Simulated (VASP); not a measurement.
# In3B2H3 (P-62m) in VASP: notebook

The runs below take In3B2H3 through single point, with PBE.

All numbers are computed with VASP 6.6.1; they aren't measurements. Logs are shortened: lines on timing, memory, paths and dates and some standing lists are left out, and cuts for length are marked.

### 1 The cell of the first run

It takes space group P-62m (No. 189, hexagonal). Conventional cell: a = 5.975 Å, b = 5.975 Å, c = 3.363 Å, α = 90.00°, β = 90.00°, γ = 120.00°. Within 3.0 Å of In (site symmetry m2m) lie 6 H at 2.25 to 2.89 Å and 4 B at 2.67 Å. Within 2.3 Å of B (site symmetry -6) lie 3 H at 1.76 Å. Within 2.3 Å of H (site symmetry m2m) lie 2 B at 1.76 Å and 2 In at 2.25 Å.

### 2 Single point, PBE

INCAR

```
SYSTEM = In3B2H3
PREC     = Accurate       ! precision mode
ENCUT    = 500            ! plane-wave cutoff, eV
EDIFF    = 1E-6           ! SCF threshold, eV
ISMEAR   = 0              ! smearing method
SIGMA    = 0.15           ! smearing width, eV
LREAL    = .FALSE.        ! projectors in reciprocal space
LASPH    = .TRUE.         ! aspherical terms in the spheres
NELM     = 120            ! most SCF steps
ALGO     = Normal         ! electronic algorithm
ISIF     = 2              ! what is computed and relaxed
LWAVE    = .FALSE.        ! write WAVECAR
LCHARG   = .FALSE.        ! write CHGCAR
GGA      = PE             ! functional
NBANDS   = 34             ! bands
GGA_COMPAT= .FALSE.
```

KPOINTS

```
Automatic mesh
0
G
  2 2 4
  0 0 0
```

POSCAR

```
In3B2H3
1.0
    5.9753961795      0.0000000000      0.0000000000
   -2.9876980897      5.1748448891      0.0000000000
    0.0000000000      0.0000000000      3.3626117136
In B H
3 2 3
Direct
    0.3060115393      0.0000000000      0.5000000000
    0.6939884607      0.6939884607      0.5000000000
    0.0000000000      0.3060115393      0.5000000000
    0.3333333333      0.6666666667      0.0000000000
    0.6666666667      0.3333333333      0.0000000000
    0.5553534294      0.0000000000      0.0000000000
    0.4446465706      0.4446465706      0.0000000000
    0.0000000000      0.5553534294      0.0000000000
```

Potentials or basis: VASP PAW PBE potentials, release 64 (In_d, B, H).

Command:

```console
cat potpaw_PBE.64/In_d/POTCAR potpaw_PBE.64/B/POTCAR potpaw_PBE.64/H/POTCAR > POTCAR
mpirun -np 1 vasp_std > vasp.out
```

OUTCAR:

```text
SYSTEM = In3B2H3
   PREC = Accurate
   ENCUT = 500
   EDIFF = 1E-6
   ISMEAR = 0
   LREAL = .FALSE.
   LASPH = .TRUE.
   NELM = 120
   ISIF = 2
   GGA = PE

 ion  position               nearest neighbor table
   1  0.306  0.000  0.500-   6 2.25   6 2.25   4 2.67   4 2.67   5 2.67   5 2.67   3 3.17   2 3.17
                             3 3.60   2 3.60   2 3.60   3 3.60
   2  0.694  0.694  0.500-   7 2.25   7 2.25   5 2.67   5 2.67   4 2.67   4 2.67   3 3.17   1 3.17
                             3 3.60   1 3.60   1 3.60   3 3.60
   3  0.000  0.306  0.500-   8 2.25   8 2.25   5 2.67   5 2.67   4 2.67   4 2.67   1 3.17   2 3.17
                             2 3.60   1 3.60   1 3.60   2 3.60
   4  0.333  0.667  0.000-   1 2.67   1 2.67   3 2.67   3 2.67   2 2.67   2 2.67
   5  0.667  0.333  0.000-   3 2.67   3 2.67   1 2.67   1 2.67   2 2.67   2 2.67
   6  0.555  0.000  0.000-   1 2.25   1 2.25
   7  0.445  0.445  0.000-   2 2.25   2 2.25
   8  0.000  0.555  0.000-   3 2.25   3 2.25

  LATTYP: Found a hexagonal cell.
 ALAT       =     5.9753961795
 C/A-ratio  =     0.5627428898

  Lattice vectors:

 A1 = (   5.9753961795,   0.0000000000,   0.0000000000)
 A2 = (  -2.9876980897,   5.1748448891,   0.0000000000)
 A3 = (   0.0000000000,   0.0000000000,   3.3626117136)

Analysis of symmetry for initial positions (statically):
=====================================================================
 Subroutine PRICEL returns:
 Original cell was already a primitive cell.

 Routine SETGRP: Setting up the symmetry group for a
 hexagonal supercell.

 Subroutine GETGRP returns: Found 12 space group operations
 (whereof 12 operations were pure point group operations)
 out of a pool of 24 trial point group operations.

The static configuration has the point symmetry D_3h.

Analysis of symmetry for dynamics (positions and initial velocities):
=====================================================================
 Subroutine PRICEL returns:
 Original cell was already a primitive cell.

 Routine SETGRP: Setting up the symmetry group for a
 hexagonal supercell.

 Subroutine GETGRP returns: Found 12 space group operations
 (whereof 12 operations were pure point group operations)
 out of a pool of 24 trial point group operations.

The dynamic configuration has the point symmetry D_3h.

 Subroutine INISYM returns: Found 12 space group operations
 (whereof 12 operations are pure point group operations),
 and found     1 'primitive' translations

----------------------------------------------------------------------------------------

                                     Primitive cell

  volume of cell :     103.9778

  direct lattice vectors                    reciprocal lattice vectors
     5.975396179  0.000000000  0.000000000     0.167352920  0.096621254  0.000000000
    -2.987698090  5.174844889  0.000000000     0.000000000  0.193242507  0.000000000
     0.000000000  0.000000000  3.362611714     0.000000000  0.000000000  0.297387889

  length of vectors
     5.975396179  5.975396179  3.362611714     0.193242507  0.193242507  0.297387889

  position of ions in fractional coordinates (direct lattice)
     0.306011539  0.000000000  0.500000000
     0.693988461  0.693988461  0.500000000
     0.000000000  0.306011539  0.500000000
     0.333333333  0.666666667  0.000000000
     0.666666667  0.333333333  0.000000000
     0.555353429  0.000000000  0.000000000
     0.444646571  0.444646571  0.000000000
     0.000000000  0.555353429  0.000000000

  ion indices of the primitive-cell ions
   primitive index   ion index
                 1           1
                 2           2
                 3           3
                 4           4
                 5           5
                 6           6
                 7           7
                 8           8

----------------------------------------------------------------------------------------

 KPOINTS: Automatic mesh

Automatic generation of k-mesh.
 Grid dimensions read from file:
 generate k-points for:    2    2    4

 Generating k-lattice:

  Cartesian coordinates                     Fractional coordinates (reciprocal lattice)
     0.083676460  0.048310627  0.000000000     0.500000000  0.000000000  0.000000000
     0.000000000  0.096621254  0.000000000     0.000000000  0.500000000  0.000000000
     0.000000000  0.000000000  0.074346972     0.000000000  0.000000000  0.250000000

  Length of vectors
     0.096621254  0.096621254  0.074346972

  Shift w.r.t. Gamma in fractional coordinates (k-lattice)
     0.000000000  0.000000000  0.000000000

 Subroutine IBZKPT returns following result:
 ===========================================

 Found      6 irreducible k-points:

 Following reciprocal coordinates:
            Coordinates               Weight
  0.000000  0.000000  0.000000      1.000000
  0.500000  0.000000  0.000000      3.000000
  0.000000  0.000000  0.250000      2.000000
  0.500000  0.000000  0.250000      6.000000
  0.000000  0.000000  0.500000      1.000000
  0.500000  0.000000  0.500000      3.000000
   k-points           NKPTS =      6   k-points in BZ     NKDIM =      6   number of bands    NBANDS=     34
   number of dos      NEDOS =    301   number of ions     NIONS =      8
   total plane-waves  NPLWV =  64512
   dimension x,y,z NGX =    48 NGY =   48 NGZ =   28
   dimension x,y,z NGXF=    96 NGYF=   96 NGZF=   56
   ions per type =               3   2   3
   NGX,Y,Z   is equivalent  to a cutoff of  13.35, 13.35, 13.84 a.u.
   NGXF,Y,Z  is equivalent  to a cutoff of  26.71, 26.71, 27.69 a.u.
 SYSTEM =  In3B2H3
   PREC   = accura    normal or accurate (medium, high low for compatibility)
   ISTART =      0    job   : 0-new  1-cont  2-samecut
   ICHARG =      2    charge: 1-file 2-atom 10-const
   ISPIN  =      1    spin polarized calculation?
   LNONCOLLINEAR =      F non collinear calculations
   LSORBIT =      F    spin-orbit coupling
   LASPH  =      T    aspherical Exc in radial PAW
   ENCUT  =  500.0 eV  36.75 Ry    6.06 a.u.  10.89 10.89  6.13*2*pi/ulx,y,z
   NELM   =    120;   NELMIN=  2; NELMDL= -5     # of ELM steps
   EDIFF  = 0.1E-05   stopping-criterion for ELM
   LREAL  =      F    real-space projection
   EDIFFG = 0.1E-04   stopping-criterion for IOM
   NSW    =      0    number of steps for IOM
   IBRION =     -1    ionic relax: 0-MD 1-quasi-New 2-CG
   NFREE  =      0    steps in history (QN), initial steepest desc. (CG)
   ISIF   =      2    stress and relaxation
   ISYM   =      2    0-nonsym 1-usesym 2-fastsym
   POTIM  = 0.5000    time-step for ionic-motion
   TEBEG  =    0.0;   TEEND  =   0.0 temperature during run
   PSTRESS=    0.0 pullay stress
   NELECT =      48.0000    total number of electrons
   NUPDOWN=      -1.0000    fix difference up-down
   EMIN   =  10.00;   EMAX   =-10.00  energy-range for DOS
   EFERMI =   0.00;   METHOD = LEGACY
   ISMEAR =     0;   SIGMA  =   0.15  broadening in eV -4-tet -1-fermi 0-gaus
   EFERMI_NEDOS =   21; number of points for ismear=-14 and -15
   IALGO  =     38    algorithm
   IMIX   =      4    mixing-type and parameters
     AMIX     =   0.40;   BMIX     =  1.00
     AMIX_MAG =   1.60;   BMIX_MAG =  1.00
  volume/ion in A,a.u.               =      13.00        87.71
  Fermi-wavevector in a.u.,A,eV,Ry     =   1.265246  2.390968 21.780853  1.600848
  Thomas-Fermi vector in A             =   2.398509
   LORBIT       =      0    0 simple, 1 ext, 2 COOP (PROOUT), +10 PAW based schemes
   GGA     = PE    functional components
   LHFCALC =     F    Hartree Fock is set to
   AEXX    =    0.0000 exact exchange contribution
   IVDW    =     0    specifies the selected vdW correction
   LEPSILON=     F    determine dielectric tensor
   LRPA    =     F    only Hartree local field effects (RPA)
 non-spin polarized calculation
 Gauss-broadening in eV      SIGMA  =   0.15
  energy-cutoff  :      500.00
  volume of cell :      103.98
 maximum number of plane-waves:      2653
 NGX is ok and might be reduce to    48
   NGX = 21   NGY = 21   NGZ = 13

 number of electron      47.9999998 magnetization

 Free energy of the ion-electron system (eV)
  ---------------------------------------------------
  ext. energy  EPLUGINS =         0.00000000
  ---------------------------------------------------
  free energy    TOTEN  =       -24.50979675 eV

  energy without entropy =      -24.48765957  energy(sigma->0) =      -24.49872816

 E-fermi :   6.3265     XC(G=0): -10.4923

 val. band max:        6.2294045256   @ k =   0.5000   0.0000   0.5000
 cond. band min:       6.6307339696   @ k =   0.0000   0.0000   0.2500
 fundamental gap:      0.4013294440
 Fermi energy:         6.3264514622

 k-point     1 :       0.0000    0.0000    0.0000
  band No.  band energies     occupation
      1      -8.0232      2.00000
      2      -7.8877      2.00000
      3      -7.8877      2.00000
      4      -7.7918      2.00000
      5      -7.7918      2.00000
      6      -7.7656      2.00000
[... 26 lines left out ...]
     33      14.1249      0.00000
     34      14.7506      0.00000

 k-point     2 :       0.5000    0.0000    0.0000
  band No.  band energies     occupation
      1      -7.9922      2.00000
      2      -7.9573      2.00000
      3      -7.9261      2.00000
      4      -7.8498      2.00000
      5      -7.8105      2.00000
      6      -7.8055      2.00000
[... 26 lines left out ...]
     33      13.3401      0.00000
     34      14.1586      0.00000

 k-point     3 :       0.0000    0.0000    0.2500
  band No.  band energies     occupation
      1      -7.9190      2.00000
      2      -7.8641      2.00000
      3      -7.8268      2.00000
      4      -7.8268      2.00000
      5      -7.8104      2.00000
      6      -7.8104      2.00000
[... 26 lines left out ...]
     33      13.3730      0.00000
     34      13.7691      0.00000

 k-point     4 :       0.5000    0.0000    0.2500
  band No.  band energies     occupation
      1      -7.9296      2.00000
      2      -7.9015      2.00000
      3      -7.8834      2.00000
      4      -7.8497      2.00000
      5      -7.8194      2.00000
      6      -7.8010      2.00000
[... 26 lines left out ...]
     33      12.9057      0.00000
     34      13.5153      0.00000

 k-point     5 :       0.0000    0.0000    0.5000
  band No.  band energies     occupation
      1      -7.9996      2.00000
      2      -7.9218      2.00000
      3      -7.9218      2.00000
      4      -7.8546      2.00000
      5      -7.7938      2.00000
      6      -7.7903      2.00000
[... 26 lines left out ...]
     33      14.3146      0.00000
     34      14.3260      0.00000

 k-point     6 :       0.5000    0.0000    0.5000
  band No.  band energies     occupation
      1      -8.0197      2.00000
      2      -7.9203      2.00000
      3      -7.9074      2.00000
      4      -7.8971      2.00000
      5      -7.8432      2.00000
      6      -7.8095      2.00000
[... 26 lines left out ...]
     33      12.2206      0.00000
     34      12.6644      0.00000

------------------------ aborting loop because EDIFF is reached ----------------------------------------

  FORCE on cell =-STRESS in cart. coord.  units (eV):
  Direction    XX          YY          ZZ          XY          YZ          ZX
  --------------------------------------------------------------------------------------
  -------------------------------------------------------------------------------------
  Total        0.1876605      0.1876605     -0.2004326      0.0000000     -0.0000000     -0.0000000
  in kB        2.8916290      2.8916290     -3.0884328      0.0000000     -0.0000000     -0.0000000
  external PRESSURE =       0.8982751 kB  Pullay stress =       0.0000000 kB

 VOLUME and BASIS-vectors are now :
 -----------------------------------------------------------------------------
  energy-cutoff  :      500.00
  volume of cell :      103.98
      direct lattice vectors                 reciprocal lattice vectors
     5.975396179  0.000000000  0.000000000     0.167352920  0.096621254  0.000000000
    -2.987698090  5.174844889  0.000000000     0.000000000  0.193242507  0.000000000
     0.000000000  0.000000000  3.362611714     0.000000000  0.000000000  0.297387889

 POSITION                                       TOTAL-FORCE (eV/Angst)
 -----------------------------------------------------------------------------------
      1.82854      0.00000      1.68131        -0.004286     -0.000000      0.000000
      2.07343      3.59128      1.68131         0.002143      0.003712     -0.000000
     -0.91427      1.58356      1.68131         0.002143     -0.003712      0.000000
     -0.00000      3.44990      0.00000        -0.000000     -0.000000      0.000000
      2.98770      1.72495      0.00000        -0.000000     -0.000000      0.000000
      3.31846      0.00000      0.00000        -0.017030     -0.000000      0.000000
      1.32847      2.30098      0.00000         0.008515      0.014748      0.000000
     -1.65923      2.87387      0.00000         0.008515     -0.014748      0.000000
 -----------------------------------------------------------------------------------
    total drift:                               -0.000000     -0.000000      0.000000

  FREE ENERGIE OF THE ION-ELECTRON SYSTEM (eV)
  ---------------------------------------------------
  free  energy   TOTEN  =       -24.5097967490 eV

  energy  without entropy=      -24.4876595690  energy(sigma->0) =      -24.49872816
```

Wall time 51 s (1 thread of Intel Xeon 8259CL, shared host); peak memory 0.24 GiB.

What came out:

```
Free energy            : -24.5098 eV
Pressure               : 0.1 GPa
Largest force          : 0.017 eV/Å
Band gap on the k mesh : zero (band 24 reaches 9.18 eV, above the bottom of band 25 at 5.54 eV)
```

Forces in eV/Å, atoms in the order of the input:
```
In  -0.004  0.000  0.000
In   0.002  0.004  0.000
In   0.002 -0.004  0.000
B    0.000  0.000  0.000
B    0.000  0.000  0.000
H   -0.017  0.000  0.000
H    0.009  0.015  0.000
H    0.009 -0.015  0.000
```

Caveat: the k points lie up to 0.61 Å⁻¹ apart; spin-orbit coupling is left out, which moves the levels of the heavy elements.

### 3 Single point, PBE

This run uses another cell than the first one, of 14.75 Å³/atom, 1.135 times its volume.

INCAR

```
  ALGO = Normal
  EDIFF = 1E-6
  ENCUT = 500
  GGA = PE
  GGA_COMPAT = False
  ISIF = 2
  ISMEAR = 0
  LASPH = True
  LCHARG = True
  LELF = True
  LREAL = False
  LVHAR = True
  LWAVE = False
  NBANDS = 34
  NELM = 120
  PREC = Accurate
  SIGMA = 0.15
```

KPOINTS

```
k-points
0
Gamma
  2 2 4
```

POSCAR

```
In3B2H3
1.0
    6.4974497743      0.0000000000      0.0000000000
   -3.2487248871      5.6269565643      0.0000000000
    0.0000000000      0.0000000000      3.2272184616
In B H
3 2 3
Direct
    0.7074247921      0.0000000000      0.0000000000
    0.2925752079      0.2925752079      0.0000000000
    0.0000000000      0.7074247921      0.0000000000
    0.3333333333      0.6666666667      0.0000000000
    0.6666666667      0.3333333333      0.0000000000
    0.4737942184      0.0000000000      0.5000000000
    0.5262057816      0.5262057816      0.5000000000
    0.0000000000      0.4737942184      0.5000000000
```

Potentials or basis: VASP PAW PBE potentials, release 64 (In_d, B, H).

Command:

```console
cat potpaw_PBE.64/In_d/POTCAR potpaw_PBE.64/B/POTCAR potpaw_PBE.64/H/POTCAR > POTCAR
mpirun -np 1 vasp_std > vasp.out
```

Wall time 38 s (1 thread of Intel Xeon 8259CL, shared host); peak memory 0.23 GiB.

Results (log left out):

```yaml
Free_energy: -21.7206 eV
Pressure: 0.0 GPa
Largest_force: 0.040 eV/Å
Band_gap_on_the_k_mesh: zero (band 24 reaches 6.96 eV, above the bottom of band 25 at 3.76 eV)
```

Forces in eV/Å, atoms in the order of the input:
```
In  -0.011  0.000  0.000
In   0.005  0.009  0.000
In   0.005 -0.009  0.000
B    0.000  0.000  0.000
B    0.000  0.000  0.000
H    0.040  0.000  0.000
H   -0.020 -0.035  0.000
H   -0.020  0.035  0.000
```

Stress tensor (GPa, compression positive):
```
-0.24  0.00  0.00
 0.00 -0.24  0.00
 0.00  0.00  0.37
```

Levels at points of the mesh, in eV from the Fermi level:
| k point | band 20 | band 21 | band 22 | band 23 | band 24 | band 25 | band 26 | band 27 |
| --- | --- | --- | --- | --- | --- | --- | --- | --- |
| (0.00, 0.00, 0.00) | -4.00 | -3.65 | -3.65 | 0.84 | 1.99 | 1.99 | 2.41 | 2.96 |
| (0.50, 0.00, 0.00) | -2.57 | -2.34 | -1.33 | -1.06 | 0.46 | 1.60 | 1.65 | 2.82 |
| (0.00, 0.00, 0.50) | -3.22 | -2.75 | -2.75 | -1.64 | -1.20 | -1.20 | -0.69 | 1.38 |
| (0.50, 0.00, 0.50) | -3.90 | -3.17 | -3.02 | -0.51 | -0.18 | 0.16 | 0.20 | 1.61 |

Caveat: the k points lie up to 0.56 Å⁻¹ apart; spin-orbit coupling is left out, which moves the levels of the heavy elements.

### 4 Single point, PBE

This run uses another cell than the first one, of 18.14 Å³/atom, 1.396 times its volume.

INCAR

```
PREC = Accurate
ENCUT = 500
EDIFF = 1E-6
ISMEAR = 0
SIGMA = 0.15
LREAL = False
LASPH = True
NELM = 120
ALGO = Normal
ISIF = 2
LWAVE = False
LCHARG = False
GGA = PE
NBANDS = 34
GGA_COMPAT = False
```

KPOINTS

```
Automatic mesh
0
Gamma
  3 3 2
```

POSCAR

```
In3B2H3
1.0
    6.1455711700      0.0000000000      0.0000000000
   -3.0727855850      5.3222207540      0.0000000000
    0.0000000000      0.0000000000      4.4376118199
In B H
3 2 3
Direct
    0.3333333333      0.6666666667      0.0000000000
    0.6666666667      0.3333333333      0.0000000000
    0.0000000000      0.0000000000      0.0000000000
    0.3333333333      0.6666666667      0.5000000000
    0.6666666667      0.3333333333      0.5000000000
    0.3096054391      0.0000000000      0.0000000000
    0.0000000000      0.3096054391      0.0000000000
    0.6903945609      0.6903945609      0.0000000000
```

Command:

```console
cat potpaw_PBE.64/In_d/POTCAR potpaw_PBE.64/B/POTCAR potpaw_PBE.64/H/POTCAR > POTCAR
mpirun -np 1 vasp_std > vasp.out
```

Run time: 48 s. Hardware: 1 thread of Intel Xeon 8259CL, shared host; peak memory 0.26 GiB.

It converged, with:

| Property | Result |
| --- | --- |
| Free energy | -21.4616 eV |
| Pressure | 0.0 GPa |
| Largest force | 0.031 eV/Å |
| Band gap on the k mesh | zero (band 24 reaches 3.66 eV, above the bottom of band 25 at 2.70 eV) |

Forces in eV/Å, atoms in the order of the input:
```
In   0.000  0.000  0.000
In   0.000  0.000  0.000
In   0.000  0.000  0.000
B    0.000  0.000  0.000
B    0.000  0.000  0.000
H   -0.031  0.000  0.000
H    0.016 -0.027  0.000
H    0.016  0.027  0.000
```

Stress tensor (GPa, compression positive):
```
-0.04  0.00  0.00
 0.00 -0.04  0.00
 0.00  0.00  0.09
```

Levels at points of the mesh, in eV from the Fermi level:
```
           k point  band 21  band 22  band 23  band 24  band 25  band 26  band 27  band 28
(0.00, 0.00, 0.00)    -2.33    -1.73    -1.73    -1.28    -0.87     1.53     1.53     2.14
(0.00, 0.00, 0.50)    -4.39    -3.62    -0.11    -0.11     0.05     0.05     0.63     1.47
```

Caveat: the k points lie up to 0.71 Å⁻¹ apart; spin-orbit coupling is left out, which moves the levels of the heavy elements.

### 5 Overview

```csv
cell,k mesh,gap on the mesh (eV),pressure (GPa),largest force (eV/Å)
"a = 5.975, b = 5.975, c = 3.363 Å, angles 90.0, 90.0, 120.0°, 8 atoms",2 × 2 × 4,none,0.1,0.02
"a = 6.497, b = 6.497, c = 3.227 Å, angles 90.0, 90.0, 120.0°, 8 atoms",2 × 2 × 4,none,0.0,0.04
"a = 6.146, b = 6.146, c = 4.438 Å, angles 90.0, 90.0, 120.0°, 8 atoms",3 × 3 × 2,none,0.0,0.03
```

Alike in all rows: task single point; level PBE; potentials or basis VASP PAW PBE potentials, release 64 (In_d, B, H); no spin polarisation; cutoff (eV) 500; smearing gaussian 0.15 eV.

Caveats: all runs use coarse meshes; spin-orbit coupling is left out, which moves the levels of the heavy elements.

Total energies depend on the potentials used, so only differences within one code and one set of settings carry meaning.
